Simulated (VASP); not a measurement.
Write the native input for VASP 6.6.1 that does the following.

- Task: single point
- Functional: PBE
- Potentials or basis: VASP PAW PBE potentials, release 64 (Al, H)
- Cutoff: 520 eV
- k mesh: 5 × 3 × 1
- Occupations: gaussian, width 0.1 eV
- Spin: no spin polarisation
- Dipole correction: yes
- Further INCAR settings: LREAL = Auto; ALGO = Normal; EDIFF = 1e-06; NBANDS = 44

The structure of Al9H lies in POSCAR:

```
Al9H
1.0
    5.7070863106      0.0000000000      0.0000000000
   -1.4267715776      9.7014842380      0.0000000000
    0.0000000000      0.0000000000     22.7903703519
Al H
18 2
Direct
    0.2662216041      0.0648864163      0.1755127248
    0.7662216041      0.0648864163      0.1755127248
    0.3354806058      0.3419224231      0.2192029854
    0.8354806058      0.3419224231      0.2192029854
    0.1493324061      0.5973296244      0.2279410375
    0.6493324061      0.5973296244      0.2279410375
    0.4631842064      0.8527368258      0.2366790896
    0.9631842065      0.8527368258      0.2366790896
    0.0319772093      0.1277109169      0.2808262502
    0.5319772093      0.1277109169      0.2808262502
    0.0997917601      0.4042231294      0.3301071124
    0.5997917601      0.4042231294      0.3301071124
    0.4144000537      0.6596656514      0.3369822081
    0.9144000537      0.6596656514      0.3369822081
    0.2263076916      0.9110819252      0.3449259130
    0.7263076916      0.9110819252      0.3449259130
    0.2962427243      0.1814072004      0.3857054631
    0.7962427243      0.1814072004      0.3857054631
    0.6062643800      0.2895085324      0.4475736986
    0.6062643800      0.5597556849      0.4475736986
```

These files were run (other wordings do the same):

INCAR

```
ALGO = Normal
DIPOL = 0.5 0.5 0.299
EDIFF = 1E-6
ENCUT = 520
GGA = PE
IDIPOL = 3
ISIF = 2
ISMEAR = 0
LASPH = True
LCHARG = False
LDIPOL = True
LREAL = Auto
LWAVE = False
NBANDS = 44
NELM = 80
PREC = Accurate
SIGMA = 0.1
```

KPOINTS

```
k-points
0
Gamma
  5 3 1
```

Potentials or basis: VASP PAW PBE potentials, release 64 (Al, H).

Launch:

```console
$ cat potpaw_PBE.64/Al/POTCAR potpaw_PBE.64/H/POTCAR > POTCAR
$ mpirun -np 1 vasp_std > vasp.out
```

Results of the run:

```
Largest force          : 1.430 eV/Å
Band gap on the k mesh : zero (bands 28 and 29 overlap by 0.62 eV)
```

It took 33 min on 1 thread of Intel Xeon 8259CL, with other jobs on the host, peak memory 1.2 GiB.
